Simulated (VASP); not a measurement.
# AlN in VASP: notebook

AlN is run at these levels: PBE; tasks: single point.

Everything below comes from runs of VASP 6.6.1. Logs are shortened: lines on timing, memory, paths and dates and some standing lists are left out, and cuts for length are marked.

### 1 The cell of the first run

It takes space group Fm-3m (No. 225, cubic). The conventional cell has a = 4.136 Å, b = 4.136 Å, c = 4.136 Å, α = 90.00°, β = 90.00°, γ = 90.00°. Within 2.7 Å of Al (site symmetry m-3m) lie 6 N at 2.07 Å. Within 2.7 Å of N (site symmetry m-3m) lie 6 Al at 2.07 Å.

### 2 Single point, PBE (strained)

File INCAR:

```
ALGO     = Normal         # electronic algorithm
EDIFF    = 1E-7           # SCF threshold, eV
ENCUT    = 520            # plane-wave cutoff, eV
GGA      = PE             # functional
ISIF     = 2              # what is computed and relaxed
ISMEAR   = 0              # smearing method
LASPH    = True           # aspherical terms in the spheres
LCHARG   = True           # write CHGCAR
LELF     = True           # ELF
LREAL    = False          # projectors in reciprocal space
LVHAR    = True         
LWAVE    = False          # write WAVECAR
NBANDS   = 11             # bands
NELM     = 80             # most SCF steps
PREC     = Accurate       # precision mode
SIGMA    = 0.02           # smearing width, eV
```

File KPOINTS:

```
k-points
0
Gamma
  10 10 10
```

File POSCAR:

```
AlN
1.0
    0.0000000000      2.0679247856      2.0679247856
    2.0679247856      0.0000000000      2.0679247856
    2.0679247856      2.0679247856      0.0000000000
Al N
1 1
Direct
    0.5000000000      0.5000000000      0.5000000000
    0.0000000000      0.0000000000      0.0000000000
```

Potentials or basis: VASP PAW PBE potentials, release 64 (Al, N).

Started as:

```
cat potpaw_PBE.64/Al/POTCAR potpaw_PBE.64/N/POTCAR > POTCAR
mpirun -np 1 vasp_std > vasp.out
```

OUTCAR:

```text
EDIFF = 1E-7
   ENCUT = 520
   GGA = PE
   ISIF = 2
   ISMEAR = 0
   LASPH = True
   LREAL = False
   NELM = 80
   PREC = Accurate

 ion  position               nearest neighbor table
   1  0.500  0.500  0.500-   2 2.07   2 2.07   2 2.07   2 2.07   2 2.07   2 2.07
   2  0.000  0.000  0.000-   1 2.07   1 2.07   1 2.07   1 2.07   1 2.07   1 2.07

  LATTYP: Found a face centered cubic cell.
 ALAT       =     4.1358495712

  Lattice vectors:

 A1 = (   0.0000000000,   2.0679247856,   2.0679247856)
 A2 = (   2.0679247856,   0.0000000000,   2.0679247856)
 A3 = (   2.0679247856,   2.0679247856,   0.0000000000)

Analysis of symmetry for initial positions (statically):
=====================================================================
 Subroutine PRICEL returns:
 Original cell was already a primitive cell.

 Routine SETGRP: Setting up the symmetry group for a
 face centered cubic supercell.

 Subroutine GETGRP returns: Found 48 space group operations
 (whereof 48 operations were pure point group operations)
 out of a pool of 48 trial point group operations.

The static configuration has the point symmetry O_h .

Analysis of symmetry for dynamics (positions and initial velocities):
=====================================================================
 Subroutine PRICEL returns:
 Original cell was already a primitive cell.

 Routine SETGRP: Setting up the symmetry group for a
 face centered cubic supercell.

 Subroutine GETGRP returns: Found 48 space group operations
 (whereof 48 operations were pure point group operations)
 out of a pool of 48 trial point group operations.

The dynamic configuration has the point symmetry O_h .

 Subroutine INISYM returns: Found 48 space group operations
 (whereof 48 operations are pure point group operations),
 and found     1 'primitive' translations

----------------------------------------------------------------------------------------

                                     Primitive cell

  volume of cell :      17.6862

  direct lattice vectors                    reciprocal lattice vectors
     0.000000000  2.067924786  2.067924786    -0.241788291  0.241788291  0.241788291
     2.067924786  0.000000000  2.067924786     0.241788291 -0.241788291  0.241788291
     2.067924786  2.067924786  0.000000000     0.241788291  0.241788291 -0.241788291

  length of vectors
     2.924487278  2.924487278  2.924487278     0.418789605  0.418789605  0.418789605

  position of ions in fractional coordinates (direct lattice)
     0.500000000  0.500000000  0.500000000
     0.000000000  0.000000000  0.000000000

  ion indices of the primitive-cell ions
   primitive index   ion index
                 1           1
                 2           2

----------------------------------------------------------------------------------------

 KPOINTS: k-points

Automatic generation of k-mesh.
 Grid dimensions read from file:
 generate k-points for:   10   10   10

 Generating k-lattice:

  Cartesian coordinates                     Fractional coordinates (reciprocal lattice)
    -0.024178829  0.024178829  0.024178829     0.100000000  0.000000000  0.000000000
     0.024178829 -0.024178829  0.024178829     0.000000000  0.100000000  0.000000000
     0.024178829  0.024178829 -0.024178829     0.000000000  0.000000000  0.100000000

  Length of vectors
     0.041878960  0.041878960  0.041878960

  Shift w.r.t. Gamma in fractional coordinates (k-lattice)
     0.000000000  0.000000000  0.000000000

 Subroutine IBZKPT returns following result:
 ===========================================

 Found     47 irreducible k-points:

 Following reciprocal coordinates:
            Coordinates               Weight
  0.000000  0.000000  0.000000      1.000000
  0.100000  0.000000  0.000000      8.000000
  0.200000  0.000000  0.000000      8.000000
  0.300000  0.000000  0.000000      8.000000
  0.400000  0.000000  0.000000      8.000000
  0.500000  0.000000  0.000000      4.000000
[... 16 lines left out ...]
  0.300000  0.300000  0.000000      6.000000
  0.400000  0.300000  0.000000     24.000000
 [... further k-points ...]
   k-points           NKPTS =     47   k-points in BZ     NKDIM =     47   number of bands    NBANDS=     11
   number of dos      NEDOS =    301   number of ions     NIONS =      2
   total plane-waves  NPLWV =  13824
   dimension x,y,z NGX =    24 NGY =   24 NGZ =   24
   dimension x,y,z NGXF=    48 NGYF=   48 NGZF=   48
   ions per type =               1   1
   NGX,Y,Z   is equivalent  to a cutoff of  13.64, 13.64, 13.64 a.u.
   NGXF,Y,Z  is equivalent  to a cutoff of  27.29, 27.29, 27.29 a.u.
 SYSTEM =  unknown system
   PREC   = accura    normal or accurate (medium, high low for compatibility)
   ISTART =      0    job   : 0-new  1-cont  2-samecut
   ICHARG =      2    charge: 1-file 2-atom 10-const
   ISPIN  =      1    spin polarized calculation?
   LNONCOLLINEAR =      F non collinear calculations
   LSORBIT =      F    spin-orbit coupling
   LASPH  =      T    aspherical Exc in radial PAW
   ENCUT  =  520.0 eV  38.22 Ry    6.18 a.u.   5.44  5.44  5.44*2*pi/ulx,y,z
   NELM   =     80;   NELMIN=  2; NELMDL= -5     # of ELM steps
   EDIFF  = 0.1E-06   stopping-criterion for ELM
   LREAL  =      F    real-space projection
   EDIFFG = 0.1E-05   stopping-criterion for IOM
   NSW    =      0    number of steps for IOM
   IBRION =     -1    ionic relax: 0-MD 1-quasi-New 2-CG
   NFREE  =      0    steps in history (QN), initial steepest desc. (CG)
   ISIF   =      2    stress and relaxation
   ISYM   =      2    0-nonsym 1-usesym 2-fastsym
   POTIM  = 0.5000    time-step for ionic-motion
   TEBEG  =    0.0;   TEEND  =   0.0 temperature during run
   PSTRESS=    0.0 pullay stress
   NELECT =       8.0000    total number of electrons
   NUPDOWN=      -1.0000    fix difference up-down
   EMIN   =  10.00;   EMAX   =-10.00  energy-range for DOS
   EFERMI =   0.00;   METHOD = LEGACY
   ISMEAR =     0;   SIGMA  =   0.02  broadening in eV -4-tet -1-fermi 0-gaus
   EFERMI_NEDOS =   21; number of points for ismear=-14 and -15
   IALGO  =     38    algorithm
   IMIX   =      4    mixing-type and parameters
     AMIX     =   0.40;   BMIX     =  1.00
     AMIX_MAG =   1.60;   BMIX_MAG =  1.00
  volume/ion in A,a.u.               =       8.84        59.68
  Fermi-wavevector in a.u.,A,eV,Ry     =   1.256686  2.374792 21.487131  1.579260
  Thomas-Fermi vector in A             =   2.390382
   LORBIT       =      0    0 simple, 1 ext, 2 COOP (PROOUT), +10 PAW based schemes
   GGA     = PE    functional components
   LHFCALC =     F    Hartree Fock is set to
   AEXX    =    0.0000 exact exchange contribution
   IVDW    =     0    specifies the selected vdW correction
   LEPSILON=     F    determine dielectric tensor
   LRPA    =     F    only Hartree local field effects (RPA)
 non-spin polarized calculation
 Gauss-broadening in eV      SIGMA  =   0.02
  energy-cutoff  :      520.00
  volume of cell :       17.69
 maximum number of plane-waves:       531
 NGX is ok and might be reduce to    24
   NGX = 11   NGY = 11   NGZ = 11

 number of electron       8.0000002 magnetization

 Free energy of the ion-electron system (eV)
  ---------------------------------------------------
  ext. energy  EPLUGINS =         0.00000000
  ---------------------------------------------------
  free energy    TOTEN  =       -14.51592562 eV

  energy without entropy =      -14.51592562  energy(sigma->0) =      -14.51592562

 E-fermi :   9.2717     XC(G=0): -11.9714

 val. band max:        9.1070154397   @ k =   0.0000   0.0000   0.0000
 cond. band min:      13.0772365671   @ k =   0.5000   0.5000   0.0000
 fundamental gap:      3.9702211274
 Fermi energy:         9.2717294928

 k-point     1 :       0.0000    0.0000    0.0000
  band No.  band energies     occupation
      1      -7.8460      2.00000
      2       9.1070      2.00000
      3       9.1070      2.00000
      4       9.1070      2.00000
      5      13.8388      0.00000
      6      21.0520      0.00000
      7      21.0520      0.00000
      8      21.0520      0.00000
      9      26.0132      0.00000
     10      26.4001      0.00000
     11      26.4001      0.00000

 k-point     2 :       0.1000    0.0000    0.0000
  band No.  band energies     occupation
      1      -7.6536      2.00000
      2       8.0878      2.00000
      3       8.9991      2.00000
      4       8.9991      2.00000
      5      14.5153      0.00000
      6      20.1416      0.00000
      7      21.3125      0.00000
      8      21.3125      0.00000
      9      24.6311      0.00000
     10      24.6311      0.00000
     11      26.4131      0.00000

 k-point     3 :       0.2000    0.0000    0.0000
  band No.  band energies     occupation
      1      -7.0965      2.00000
      2       6.0253      2.00000
      3       8.7363      2.00000
      4       8.7363      2.00000
      5      15.3169      0.00000
      6      19.4723      0.00000
      7      21.3221      0.00000
      8      21.3221      0.00000
      9      24.1624      0.00000
     10      24.1624      0.00000
     11      25.7053      0.00000

 k-point     4 :       0.3000    0.0000    0.0000
  band No.  band energies     occupation
      1      -6.2485      2.00000
      2       3.8271      2.00000
      3       8.4440      2.00000
      4       8.4440      2.00000
      5      15.2597      0.00000
      6      20.1198      0.00000
      7      20.4887      0.00000
      8      20.4887      0.00000
      9      24.9644      0.00000
     10      25.6608      0.00000
     11      25.6608      0.00000
[... 239 lines left out ...]
 k-point    22 :      -0.2000    0.2000    0.0000
  band No.  band energies     occupation
      1      -5.9744      2.00000
      2       4.3096      2.00000
      3       6.3795      2.00000
      4       8.5130      2.00000
      5      17.0772      0.00000
      6      18.8174      0.00000
      7      19.1959      0.00000
      8      20.9711      0.00000
      9      23.7916      0.00000
     10      27.5360      0.00000
     11      28.5445      0.00000

 k-point    23 :       0.3000    0.3000    0.0000
  band No.  band energies     occupation
      1      -5.7490      2.00000
      2       4.4760      2.00000
      3       7.2170      2.00000
      4       7.2170      2.00000
      5      15.2801      0.00000
      6      15.8511      0.00000
      7      20.0978      0.00000
      8      23.9418      0.00000
      9      23.9418      0.00000
     10      29.0201      0.00000
     11      32.2057      0.00000

 k-point    24 :       0.4000    0.3000    0.0000
  band No.  band energies     occupation
      1      -5.0575      2.00000
      2       3.5264      2.00000
      3       6.4915      2.00000
      4       6.9760      2.00000
      5      14.7154      0.00000
      6      15.9092      0.00000
      7      20.5590      0.00000
      8      23.8757      0.00000
      9      24.5578      0.00000
     10      30.1981      0.00000
     11      32.8952      0.00000

 [... further k-points ...]

------------------------ aborting loop because EDIFF is reached ----------------------------------------

  FORCE on cell =-STRESS in cart. coord.  units (eV):
  Direction    XX          YY          ZZ          XY          YZ          ZX
  --------------------------------------------------------------------------------------
  -------------------------------------------------------------------------------------
  Total       -1.2308289     -1.2308289     -1.2308289      0.0000000      0.0000000     -0.0000000
  in kB     -111.4997959   -111.4997959   -111.4997959      0.0000000      0.0000000     -0.0000000
  external PRESSURE =    -111.4997959 kB  Pullay stress =       0.0000000 kB

 VOLUME and BASIS-vectors are now :
 -----------------------------------------------------------------------------
  energy-cutoff  :      520.00
  volume of cell :       17.69
      direct lattice vectors                 reciprocal lattice vectors
     0.000000000  2.067924786  2.067924786    -0.241788291  0.241788291  0.241788291
     2.067924786  0.000000000  2.067924786     0.241788291 -0.241788291  0.241788291
     2.067924786  2.067924786  0.000000000     0.241788291  0.241788291 -0.241788291

 POSITION                                       TOTAL-FORCE (eV/Angst)
 -----------------------------------------------------------------------------------
      2.06792      2.06792      2.06792         0.000000     -0.000000      0.000000
      0.00000      0.00000      0.00000        -0.000000      0.000000     -0.000000
 -----------------------------------------------------------------------------------
    total drift:                                0.000000     -0.000000     -0.000000

  FREE ENERGIE OF THE ION-ELECTRON SYSTEM (eV)
  ---------------------------------------------------
  free  energy   TOTEN  =       -14.5159256233 eV

  energy  without entropy=      -14.5159256233  energy(sigma->0) =      -14.51592562
```

Wall time 26 s (1 thread of AMD EPYC 7R13, shared host); peak memory 0.1 GiB.

Results:

| Quantity | Value |
| --- | --- |
| Free energy | -14.5159 eV |
| Pressure | -11.1 GPa |
| Band gap on the k mesh | 3.97 eV, indirect (least direct gap 4.73 eV) |

Caveat: the cell differs from its parent crystal (strained).

### 3 Single point, PBE (strained and its atoms moved)

File INCAR:

```
SYSTEM = AlN
PREC = Accurate
ENCUT = 520
EDIFF = 1E-7
ISMEAR = 0
SIGMA = 0.02
LREAL = .False.
LASPH = .True.
NELM = 60
ALGO = Normal
ISIF = 2
LWAVE = .False.
LCHARG = .False.
GGA = PE
NBANDS = 11
```

File KPOINTS:

```
Automatic mesh
0
Gamma
  10 10 10
  0 0 0
```

File POSCAR:

```
AlN
1.0
   -0.0121460725      1.9779787448      1.9474609748
    1.9779787448     -0.0121460725      1.9474609748
    1.9658326723      1.9658326723      0.0000000000
Al N
1 1
Direct
    0.5147455073      0.5147455073      0.4852544927
   -0.0147455073     -0.0147455073      0.0147455073
```

Potentials or basis: VASP PAW PBE potentials, release 64 (Al, N).

Started as:

```
cat potpaw_PBE.64/Al/POTCAR potpaw_PBE.64/N/POTCAR > POTCAR
mpirun -np 1 vasp_std > vasp.out
```

It took 85 s on 1 thread of AMD EPYC 7R13, shared host; peak memory 0.12 GiB.

Results (log left out):

```yaml
Free_energy: -14.3091 eV
Pressure: 34.1 GPa
Largest_force: 1.587 eV/Å
Band_gap_on_the_k_mesh: 4.82 eV, indirect (least direct gap 6.72 eV)
```

Forces on the atoms (eV/Å):
```
Al   0.000  0.000 -1.587
N    0.000  0.000  1.587
```

Stress tensor (GPa, compression positive):
```
27.77  4.19  0.00
 4.19 27.77  0.00
 0.00  0.00 46.77
```

Levels at points of the mesh, in eV from the valence-band top:
| k point | band 1 | band 2 | band 3 | band 4 | band 5 | band 6 | band 7 | band 8 |
| --- | --- | --- | --- | --- | --- | --- | --- | --- |
| (0.00, 0.00, 0.00) | -18.42 | -0.25 | -0.18 | 0.00 | 6.72 | 12.11 | 12.51 | 12.51 |
| (0.50, 0.00, 0.00) | -14.87 | -8.98 | -1.32 | -1.28 | 6.62 | 11.54 | 11.71 | 14.40 |
| (0.50, 0.50, 0.00) | -13.67 | -7.96 | -3.34 | -3.07 | 4.82 | 5.28 | 15.01 | 18.32 |
| (0.00, 0.00, 0.50) | -14.80 | -8.90 | -1.46 | -1.33 | 6.42 | 11.22 | 11.65 | 14.56 |
| (0.50, 0.00, 0.50) | -13.79 | -8.07 | -3.18 | -2.99 | 5.13 | 5.30 | 14.89 | 18.25 |

Caveat: the cell differs from its parent crystal (strained and its atoms moved); forces of over 1 eV/Å act on the atoms, so gaps and moduli don't describe the material at rest. A k mesh can miss the band edges.
